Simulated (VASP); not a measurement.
# Zr3MoS (P4/mmm) in VASP: a series of runs

Zr3MoS is run at these levels: PBE; tasks: single point.

Program: VASP 6.6.1. These are calculated values, not measurements. Logs are shortened: lines on timing, memory, paths and dates and some standing lists are left out, and cuts for length are marked.

## 1. The cell of the first run

It takes space group P4/mmm (No. 123, tetragonal). The conventional cell has a = 3.524 Å, b = 3.524 Å, c = 8.098 Å, α = 90.00°, β = 90.00°, γ = 90.00°. Within 3.3 Å of Zr (site symmetry 4mm) lie 1 S at 2.54 Å and 4 Mo at 2.92 Å and 1 Zr at 3.03 Å. Zr (site symmetry 4/mmm) has 4 S at 2.49 Å within 3.3 Å. Mo (site symmetry 4/mmm) has 8 Zr at 2.92 Å and 4 Mo at 3.52 Å within 3.8 Å. S (site symmetry 4/mmm) has 6 Zr at 2.49 to 2.54 Å within 3.3 Å.

The cell was built from a structure type or drawn by symmetry, and may not be a known phase.

## 2. Single point, PBE, collinear spin

The input, INCAR:

```
SYSTEM = Zr3MoS
PREC = Accurate ; ENCUT = 520
EDIFF = 1E-7 ; ISMEAR = 0
SIGMA = 0.1 ; LREAL = .False.
LASPH = .True. ; NELM = 150
ALGO = Normal ; ISIF = 2
LWAVE = .False. ; LCHARG = .True.
ISPIN = 2 ; MAGMOM = 0 0 0 1 0
LORBIT = 11 ; LMAXMIX = 4
GGA = PE ; LELF = .True.
LVHAR = .True. ; NBANDS = 40
```

The input, KPOINTS:

```
regular mesh
0
Gamma
  4 4 4
  0 0 0
```

The input, POSCAR:

```
Zr3MoS
1.0
    3.5244292581      0.0000000000      0.0000000000
    0.0000000000      3.5244292581      0.0000000000
    0.0000000000      0.0000000000      8.0980896834
Zr Mo S
3 1 1
Direct
    0.0000000000      0.0000000000      0.6867856710
    0.0000000000      0.0000000000      0.3132143290
    0.5000000000      0.5000000000      0.0000000000
    0.5000000000      0.5000000000      0.5000000000
    0.0000000000      0.0000000000      0.0000000000
```

Potentials or basis: VASP PAW PBE potentials, release 64 (Zr_sv, Mo_sv, S).

The run is started by

```console
$ cat potpaw_PBE.64/Zr_sv/POTCAR potpaw_PBE.64/Mo_sv/POTCAR potpaw_PBE.64/S/POTCAR > POTCAR
$ mpirun -np 1 vasp_std > vasp.out
```

OUTCAR:

```text
SYSTEM = Zr3MoS
   PREC = Accurate
   ENCUT = 520
   EDIFF = 1E-7
   ISMEAR = 0
   LREAL = .False.
   LASPH = .True.
   NELM = 150
   ISIF = 2
   ISPIN = 2
   LORBIT = 11
   GGA = PE

 ion  position               nearest neighbor table
   1  0.000  0.000  0.687-   5 2.54   4 2.92   4 2.92   4 2.92   4 2.92   2 3.03   3 3.56   3 3.56
                             3 3.56   3 3.56
   2  0.000  0.000  0.313-   5 2.54   4 2.92   4 2.92   4 2.92   4 2.92   1 3.03   3 3.56   3 3.56
                             3 3.56   3 3.56
   3  0.500  0.500  0.000-   5 2.49   5 2.49   5 2.49   5 2.49   2 3.56   2 3.56   1 3.56   2 3.56
                             1 3.56   1 3.56   2 3.56   1 3.56
   4  0.500  0.500  0.500-   1 2.92   2 2.92   1 2.92   2 2.92   1 2.92   2 2.92   1 2.92   2 2.92

   5  0.000  0.000  0.000-   3 2.49   3 2.49   3 2.49   3 2.49   1 2.54   2 2.54

  LATTYP: Found a simple tetragonal cell.
 ALAT       =     3.5244292581
 C/A-ratio  =     2.2977024336

  Lattice vectors:

 A1 = (   3.5244292581,   0.0000000000,   0.0000000000)
 A2 = (   0.0000000000,   3.5244292581,   0.0000000000)
 A3 = (   0.0000000000,   0.0000000000,   8.0980896834)

Analysis of symmetry for initial positions (statically):
=====================================================================
 Subroutine PRICEL returns:
 Original cell was already a primitive cell.

 Routine SETGRP: Setting up the symmetry group for a
 simple tetragonal supercell.

 Subroutine GETGRP returns: Found 16 space group operations
 (whereof 16 operations were pure point group operations)
 out of a pool of 16 trial point group operations.

The static configuration has the point symmetry D_4h.

Analysis of symmetry for dynamics (positions and initial velocities):
=====================================================================
 Subroutine PRICEL returns:
 Original cell was already a primitive cell.

 Routine SETGRP: Setting up the symmetry group for a
 simple tetragonal supercell.

 Subroutine GETGRP returns: Found 16 space group operations
 (whereof 16 operations were pure point group operations)
 out of a pool of 16 trial point group operations.

The dynamic configuration has the point symmetry D_4h.

Analysis of structural, dynamic, and magnetic symmetry:
=====================================================================
 Subroutine PRICEL returns:
 Original cell was already a primitive cell.

 Routine SETGRP: Setting up the symmetry group for a
 simple tetragonal supercell.

 Subroutine GETGRP returns: Found 16 space group operations
 (whereof 16 operations were pure point group operations)
 out of a pool of 16 trial point group operations.

The overall configuration has the point symmetry D_4h.

 Subroutine INISYM returns: Found 16 space group operations
 (whereof 16 operations are pure point group operations),
 and found     1 'primitive' translations

----------------------------------------------------------------------------------------

                                     Primitive cell

  volume of cell :     100.5912

  direct lattice vectors                    reciprocal lattice vectors
     3.524429258  0.000000000  0.000000000     0.283733883  0.000000000  0.000000000
     0.000000000  3.524429258  0.000000000     0.000000000  0.283733883  0.000000000
     0.000000000  0.000000000  8.098089683     0.000000000  0.000000000  0.123485913

  length of vectors
     3.524429258  3.524429258  8.098089683     0.283733883  0.283733883  0.123485913

  position of ions in fractional coordinates (direct lattice)
     0.000000000  0.000000000  0.686785671
     0.000000000  0.000000000  0.313214329
     0.500000000  0.500000000  0.000000000
     0.500000000  0.500000000  0.500000000
     0.000000000  0.000000000  0.000000000

  ion indices of the primitive-cell ions
   primitive index   ion index
                 1           1
                 2           2
                 3           3
                 4           4
                 5           5

[... 23 lines left out ...]

 Found     18 irreducible k-points:

 Following reciprocal coordinates:
            Coordinates               Weight
  0.000000  0.000000  0.000000      1.000000
  0.250000  0.000000  0.000000      4.000000
  0.500000  0.000000  0.000000      2.000000
  0.250000  0.250000  0.000000      4.000000
  0.500000  0.250000  0.000000      4.000000
  0.500000  0.500000  0.000000      1.000000
[... 10 lines left out ...]
  0.500000  0.250000  0.500000      4.000000
  0.500000  0.500000  0.500000      1.000000
   k-points           NKPTS =     18   k-points in BZ     NKDIM =     18   number of bands    NBANDS=     40
   number of dos      NEDOS =    301   number of ions     NIONS =      5
   total plane-waves  NPLWV =  47040
   dimension x,y,z NGX =    28 NGY =   28 NGZ =   60
   dimension x,y,z NGXF=    56 NGYF=   56 NGZF=  120
   ions per type =               3   1   1
   NGX,Y,Z   is equivalent  to a cutoff of  13.21, 13.21, 12.32 a.u.
   NGXF,Y,Z  is equivalent  to a cutoff of  26.41, 26.41, 24.63 a.u.
 SYSTEM =  Zr3MoS
   PREC   = accura    normal or accurate (medium, high low for compatibility)
   ISTART =      0    job   : 0-new  1-cont  2-samecut
   ICHARG =      2    charge: 1-file 2-atom 10-const
   ISPIN  =      2    spin polarized calculation?
   LNONCOLLINEAR =      F non collinear calculations
   LSORBIT =      F    spin-orbit coupling
   LASPH  =      T    aspherical Exc in radial PAW
   ENCUT  =  520.0 eV  38.22 Ry    6.18 a.u.   6.55  6.55 15.06*2*pi/ulx,y,z
   NELM   =    150;   NELMIN=  2; NELMDL= -5     # of ELM steps
   EDIFF  = 0.1E-06   stopping-criterion for ELM
   LREAL  =      F    real-space projection
   EDIFFG = 0.1E-05   stopping-criterion for IOM
   NSW    =      0    number of steps for IOM
   IBRION =     -1    ionic relax: 0-MD 1-quasi-New 2-CG
   NFREE  =      0    steps in history (QN), initial steepest desc. (CG)
   ISIF   =      2    stress and relaxation
   ISYM   =      2    0-nonsym 1-usesym 2-fastsym
   POTIM  = 0.5000    time-step for ionic-motion
   TEBEG  =    0.0;   TEEND  =   0.0 temperature during run
   PSTRESS=    0.0 pullay stress
   NELECT =      56.0000    total number of electrons
   NUPDOWN=      -1.0000    fix difference up-down
   EMIN   =  10.00;   EMAX   =-10.00  energy-range for DOS
   EFERMI =   0.00;   METHOD = LEGACY
   ISMEAR =     0;   SIGMA  =   0.10  broadening in eV -4-tet -1-fermi 0-gaus
   EFERMI_NEDOS =   21; number of points for ismear=-14 and -15
   IALGO  =     38    algorithm
   IMIX   =      4    mixing-type and parameters
     AMIX     =   0.40;   BMIX     =  1.00
     AMIX_MAG =   1.60;   BMIX_MAG =  1.00
  volume/ion in A,a.u.               =      20.12       135.76
  Fermi-wavevector in a.u.,A,eV,Ry     =   1.346741  2.544972 24.677044  1.813712
  Thomas-Fermi vector in A             =   2.474548
   LORBIT       =     11    0 simple, 1 ext, 2 COOP (PROOUT), +10 PAW based schemes
   GGA     = PE    functional components
   LHFCALC =     F    Hartree Fock is set to
   AEXX    =    0.0000 exact exchange contribution
   IVDW    =     0    specifies the selected vdW correction
   LEPSILON=     F    determine dielectric tensor
   LRPA    =     F    only Hartree local field effects (RPA)
 spin polarized calculation
 Gauss-broadening in eV      SIGMA  =   0.10
  energy-cutoff  :      520.00
  volume of cell :      100.59
 maximum number of plane-waves:      2750
 NGX is ok and might be reduce to    28
   NGX = 13   NGY = 13   NGZ = 31

 number of electron      56.0000000 magnetization       0.0000209

 number of electron      56.0000000 magnetization      -0.0000603

 Free energy of the ion-electron system (eV)
  ---------------------------------------------------
  ext. energy  EPLUGINS =         0.00000000
  ---------------------------------------------------
  free energy    TOTEN  =       -43.67853537 eV

  energy without entropy =      -43.66437949  energy(sigma->0) =      -43.67145743

 E-fermi :   9.3220     XC(G=0): -11.4071

 val. band max:        9.2824182093   @ k =   0.2500   0.0000   0.2500
 cond. band min:       9.3931515433   @ k =   0.5000   0.0000   0.0000
 fundamental gap:      0.1107333340
 Fermi energy:         9.3219511162

 spin component 1

 k-point     1 :       0.0000    0.0000    0.0000
  band No.  band energies     occupation
      1     -50.8406      1.00000
      2     -39.8450      1.00000
      3     -39.2282      1.00000
      4     -39.1863      1.00000
      5     -24.9874      1.00000
      6     -24.8932      1.00000
[... 763 lines left out ...]
     39      13.9105      0.00000
     40      13.9329      0.00000
 Fermi energy:         9.3219511162

 spin component 2

 k-point     1 :       0.0000    0.0000    0.0000
  band No.  band energies     occupation
      1     -50.8406      1.00000
      2     -39.8450      1.00000
      3     -39.2282      1.00000
      4     -39.1863      1.00000
      5     -24.9874      1.00000
      6     -24.8931      1.00000
[... 763 lines left out ...]
     39      13.9105      0.00000
     40      13.9328      0.00000

------------------------ aborting loop because EDIFF is reached ----------------------------------------

  FORCE on cell =-STRESS in cart. coord.  units (eV):
  Direction    XX          YY          ZZ          XY          YZ          ZX
  --------------------------------------------------------------------------------------
  -------------------------------------------------------------------------------------
  Total        0.0416924      0.0416924      0.0207595      0.0000000      0.0000000     -0.0000000
  in kB        0.6640602      0.6640602      0.3306489      0.0000000      0.0000000     -0.0000000
  external PRESSURE =       0.5529231 kB  Pullay stress =       0.0000000 kB

 VOLUME and BASIS-vectors are now :
 -----------------------------------------------------------------------------
  energy-cutoff  :      520.00
  volume of cell :      100.59
      direct lattice vectors                 reciprocal lattice vectors
     3.524429258  0.000000000  0.000000000     0.283733883  0.000000000  0.000000000
     0.000000000  3.524429258  0.000000000     0.000000000  0.283733883  0.000000000
     0.000000000  0.000000000  8.098089683     0.000000000  0.000000000  0.123485913

 POSITION                                       TOTAL-FORCE (eV/Angst)
 -----------------------------------------------------------------------------------
      0.00000      0.00000      5.56165         0.000000     -0.000000      0.002047
      0.00000      0.00000      2.53644        -0.000000      0.000000     -0.002047
      1.76221      1.76221      0.00000         0.000000      0.000000      0.000000
      1.76221      1.76221      4.04904         0.000000      0.000000      0.000000
      0.00000      0.00000      0.00000         0.000000      0.000000      0.000000
 -----------------------------------------------------------------------------------
    total drift:                                0.000000      0.000000      0.000000

  FREE ENERGIE OF THE ION-ELECTRON SYSTEM (eV)
  ---------------------------------------------------
  free  energy   TOTEN  =       -43.6785353661 eV

  energy  without entropy=      -43.6643794876  energy(sigma->0) =      -43.67145743

 total charge

# of ion       s       p       d       tot
------------------------------------------
    1        2.212   5.983   1.609   9.804
    2        2.212   5.983   1.609   9.804
    3        2.148   5.987   1.713   9.848
    4        2.347   6.095   3.967  12.410
    5        1.321   2.512   0.000   3.833
--------------------------------------------------
tot         10.241  26.560   8.899  45.700

 magnetization (x)

# of ion       s       p       d       tot
------------------------------------------
    1       -0.000  -0.000  -0.000  -0.000
    2       -0.000  -0.000  -0.000  -0.000
    3        0.000  -0.000  -0.000   0.000
    4        0.000  -0.000   0.000   0.000
    5        0.000   0.000   0.000   0.000
--------------------------------------------------
tot          0.000  -0.000  -0.000  -0.000
```

Wall time 73 s (1 thread of Intel Xeon 6975P-C (Granite Rapids), shared host); peak memory 0.3 GiB.

What came out:

| Quantity | Value |
| --- | --- |
| Free energy | -43.6785 eV |
| Pressure | 0.1 GPa |
| Band gap on the k mesh | zero (filled and empty bands overlap) |
| Net moment | 0.00 μB per cell |
| Valence electrons inside the program's atomic spheres | Zr 9.80, 9.85 (each value once); Mo 12.41; S 3.83 |

Forces in eV/Å, atoms in the order of the input:
```
Zr   0.000  0.000  0.002
Zr   0.000  0.000 -0.002
Zr   0.000  0.000  0.000
Mo   0.000  0.000  0.000
S    0.000  0.000  0.000
```

Levels at points of the mesh, in eV from the Fermi level:
Spin up:
| k point | band 25 | band 26 | band 27 | band 28 | band 29 | band 30 | band 31 | band 32 |
| --- | --- | --- | --- | --- | --- | --- | --- | --- |
| (0.00, 0.00, 0.00) | -2.04 | -0.12 | -0.07 | 0.16 | 0.16 | 0.41 | 0.69 | 0.75 |
| (0.50, 0.00, 0.00) | -1.22 | -0.99 | -0.55 | 0.07 | 1.49 | 1.59 | 1.76 | 1.95 |
| (0.50, 0.50, 0.00) | -0.91 | -0.91 | -0.69 | -0.32 | -0.32 | 1.90 | 1.95 | 2.13 |
| (0.00, 0.00, 0.50) | -2.19 | -0.07 | 0.25 | 0.25 | 0.27 | 0.27 | 0.28 | 0.33 |
| (0.50, 0.00, 0.50) | -1.19 | -0.92 | -0.67 | 0.26 | 0.94 | 1.16 | 2.38 | 2.45 |
| (0.50, 0.50, 0.50) | -1.36 | -0.94 | -0.94 | 0.21 | 0.21 | 1.92 | 2.13 | 2.40 |
Spin down:
| k point | band 24 | band 25 | band 26 | band 27 | band 28 | band 29 | band 30 | band 31 | band 32 | band 33 |
| --- | --- | --- | --- | --- | --- | --- | --- | --- | --- | --- |
| (0.00, 0.00, 0.00) | -2.29 | -2.04 | -0.12 | -0.07 | 0.16 | 0.16 | 0.41 | 0.69 | 0.75 | 0.75 |
| (0.50, 0.00, 0.00) | -1.45 | -1.22 | -0.99 | -0.55 | 0.07 | 1.49 | 1.59 | 1.76 | 1.95 | 2.14 |
| (0.50, 0.50, 0.00) | -1.86 | -0.91 | -0.91 | -0.69 | -0.32 | -0.32 | 1.90 | 1.95 | 2.13 | 2.20 |
| (0.00, 0.00, 0.50) | -2.64 | -2.19 | -0.07 | 0.25 | 0.25 | 0.27 | 0.27 | 0.28 | 0.33 | 1.30 |
| (0.50, 0.00, 0.50) | -1.28 | -1.19 | -0.92 | -0.67 | 0.26 | 0.94 | 1.16 | 2.38 | 2.45 | 2.48 |
| (0.50, 0.50, 0.50) | -1.59 | -1.36 | -0.94 | -0.94 | 0.21 | 0.21 | 1.92 | 2.13 | 2.40 | 2.64 |

Caveat: the k points lie up to 0.45 Å⁻¹ apart, too coarse for converged energies and pressures of a metal.

## 3. Single point, PBE, collinear spin

This run uses another cell than the first one, of 21.45 Å³/atom.

The input, INCAR:

```
SYSTEM = Zr3MoS
  PREC = Accurate
  ENCUT = 520
  EDIFF = 1E-7
  ISMEAR = 0
  SIGMA = 0.1
  LREAL = .False.
  LASPH = .True.
  NELM = 150
  ALGO = Normal
  ISIF = 2
  LWAVE = .False.
  LCHARG = .True.
  ISPIN = 2
  MAGMOM = 0 0 0 1 0
  LORBIT = 11
  LMAXMIX = 4
  GGA = PE
  LELF = .True.
  LVHAR = .True.
  NBANDS = 40
```

KPOINTS is that of step 2.

The input, POSCAR:

```
Zr3MoS
1.0
    4.2104893200      0.0000000000      0.0000000000
    0.0000000000      4.2104893200      0.0000000000
    0.0000000000      0.0000000000      6.0508117700
Zr Mo S
3 1 1
Direct
    0.0000000000      0.0000000000      0.6941282800
    0.0000000000      0.0000000000      0.3058717200
    0.5000000000      0.5000000000      0.0000000000
    0.5000000000      0.5000000000      0.5000000000
    0.0000000000      0.0000000000      0.0000000000
```

Potentials or basis: VASP PAW PBE potentials, release 64 (Zr_sv, Mo_sv, S).

The run is started by

```console
$ cat potpaw_PBE.64/Zr_sv/POTCAR potpaw_PBE.64/Mo_sv/POTCAR potpaw_PBE.64/S/POTCAR > POTCAR
$ mpirun -np 1 vasp_std > vasp.out
```

Wall time 75 s (1 thread of Intel Xeon 6975P-C (Granite Rapids), shared host); peak memory 0.32 GiB.

It converged, with:

* Free energy: -31.5530 eV
* Pressure: 28.2 GPa
* Largest force: 16.425 eV/Å
* Band gap on the k mesh: zero (filled and empty bands overlap)
* Net moment: 0.00 μB per cell
* Valence electrons inside the program's atomic spheres: Zr 10.69, 9.63 (each value once); Mo 12.16; S 4.13

Forces on the atoms (eV/Å):
```
Zr    0.000   0.000 -16.425
Zr    0.000   0.000  16.425
Zr    0.000   0.000   0.000
Mo    0.000   0.000   0.000
S     0.000   0.000   0.000
```

Stress tensor (GPa, compression positive):
```
-16.04   0.00   0.00
  0.00 -16.04   0.00
  0.00   0.00 116.61
```

Levels at points of the mesh, in eV from the Fermi level:
Spin up:
```csv
k point,band 24,band 25,band 26,band 27,band 28,band 29,band 30,band 31,band 32,band 33
"(0.00, 0.00, 0.00)",-1.50,-0.99,-0.82,-0.82,-0.82,-0.54,0.43,1.26,1.26,1.38
"(0.50, 0.00, 0.00)",-1.67,-1.44,-1.03,0.31,0.47,0.60,0.97,1.32,1.86,2.08
"(0.50, 0.50, 0.00)",-1.55,-0.57,-0.48,-0.48,-0.30,0.72,0.73,0.81,0.81,1.60
"(0.00, 0.00, 0.50)",-1.80,-1.27,-1.27,-1.19,-0.46,-0.26,0.00,0.00,0.77,0.98
"(0.50, 0.00, 0.50)",-1.92,-1.17,-0.87,-0.44,-0.02,0.43,0.97,1.14,1.17,1.69
"(0.50, 0.50, 0.50)",-1.35,-1.14,-0.65,-0.65,-0.54,-0.54,0.11,0.29,0.75,1.17
```
Spin down:
```
           k point  band 24  band 25  band 26  band 27  band 28  band 29  band 30  band 31  band 32  band 33
(0.00, 0.00, 0.00)    -1.50    -0.99    -0.82    -0.82    -0.82    -0.54     0.43     1.26     1.26     1.38
(0.50, 0.00, 0.00)    -1.67    -1.44    -1.03     0.31     0.47     0.60     0.97     1.32     1.86     2.08
(0.50, 0.50, 0.00)    -1.55    -0.57    -0.48    -0.48    -0.30     0.72     0.73     0.81     0.81     1.60
(0.00, 0.00, 0.50)    -1.80    -1.27    -1.27    -1.19    -0.46    -0.26     0.00     0.00     0.77     0.98
(0.50, 0.00, 0.50)    -1.92    -1.17    -0.87    -0.44    -0.02     0.43     0.97     1.14     1.17     1.69
(0.50, 0.50, 0.50)    -1.35    -1.14    -0.65    -0.65    -0.54    -0.54     0.11     0.29     0.75     1.17
```

Caveat: the k points lie up to 0.37 Å⁻¹ apart, too coarse for converged energies and pressures of a metal; forces of over 1 eV/Å act on the atoms, so gaps and moduli don't describe the material at rest.
